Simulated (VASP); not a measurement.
Here is a VASP 6.6.1 calculation.

File INCAR:

```
PREC = Accurate
ENCUT = 520
EDIFF = 1E-6
ISMEAR = 0
SIGMA = 0.15
LREAL = False
LASPH = True
NELM = 80
ALGO = Fast
ISIF = 2
LWAVE = False
LCHARG = False
GGA = PE
NBANDS = 21
```

Contents of KPOINTS:

```
regular mesh
0
Gamma
  12 12 12
```

Contents of POSCAR:

```
Sn
1.0
    0.0000000000      3.2942840000      3.2456000000
    3.2456000000      0.0000000000      3.2456000000
    3.2456000000      3.2942840000      0.0000000000
Sn
2
Direct
    0.5000000000      0.5000000000      0.5000000000
    0.7500000000      0.7500000000      0.7500000000
```

Potentials or basis: VASP PAW PBE potentials, release 64 (Sn_d).

The run is started by

```console
$ cat potpaw_PBE.64/Sn_d/POTCAR > POTCAR
$ mpirun -np 1 vasp_std > vasp.out
```

Task: Estimate the pressure.

Result: 2.4 GPa.

Task: Predict the band gap on the k mesh.

Result: Zero (bands 14 and 15 overlap by 0.16 eV).

Stress tensor (GPa, compression positive):
```
2.56 0.00 0.00
0.00 2.13 0.00
0.00 0.00 2.56
```

Caveat: the cell differs from its parent crystal (strain +0.0150 x Voigt [0, 1, 0, 0, 0, 0]); spin-orbit coupling is left out, which moves the levels of the heavy elements.
